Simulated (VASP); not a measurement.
PbS:

```
CELL_PARAMETERS angstrom
4.14352 0.00000 0.00000
-2.07176 3.58839 0.00000
0.00000 0.00000 3.83802
ATOMIC_POSITIONS crystal
Pb 0.00000 0.00000 0.00000
S 0.66667 0.33333 0.50000
```

This cell differs from its parent crystal: volume scaled by 1.04.

Base run:

```yaml
Program: VASP 6.6.1
Functional: PBE
Potentials_or_basis: VASP PAW PBE potentials, release 64 (Pb_d, S)
Cutoff: 520 eV
k_mesh: 8 × 8 × 7
Occupations: fermi-dirac, width 0.05 eV
Spin: no spin polarisation
```

Its results: band gap on the k mesh 0.36 eV, indirect (least direct gap 1.63 eV); pressure -1.9 GPa.

Problem. The run is repeated on the same cell with these changes: functional from PBE to PBEsol. What comes out?

Solution. Band gap on the k mesh 0.28 eV, indirect (least direct gap 1.57 eV); pressure -4.4 GPa.

PBEsol binds more tightly than PBE, so the same cell stands under less pressure.

Caveats: spin-orbit coupling is left out, which moves the levels of the heavy elements; the PAW data sets were made with another functional, which shifts forces and pressure a little (some runs).

A k mesh can miss the band edges.
